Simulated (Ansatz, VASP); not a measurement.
## One calculation of TePb, two programs

```
Pb Te
1.0
     0.00000    3.59060    3.59060
     3.59060    0.00000    3.59060
     3.59060    3.59060    0.00000
Pb Te
1 1
Direct
  0.00000 0.00000 0.00000
  0.25000 0.25000 0.25000
```

Alike in both runs: task single point; functional PBE; k mesh 6 × 6 × 6; no spin polarisation.

|  | VASP | Ansatz |
| --- | --- | --- |
| version | VASP 6.6.1 | Ansatz 0.2.0 |
| potentials or method | VASP PAW PBE potentials, release 64 (Pb_d, Te) | plane waves, PAW |
| plane-wave cutoff (eV) | 520 | 420 |
| occupations | gaussian, width 0.01 eV | fixed |
| valence electrons in the cell | 20 | 30 |

```csv
,VASP,Ansatz,Ansatz less VASP
gap on the k mesh at the Fermi level (eV),0.66,0.66,0.000
pressure (GPa),1.7,1.8,+0.04
```

VASP's potentials hold 20 valence electrons a cell and Ansatz's 30, so a difference there can come from the potentials and not from the codes.

Neither program's run includes spin-orbit coupling.
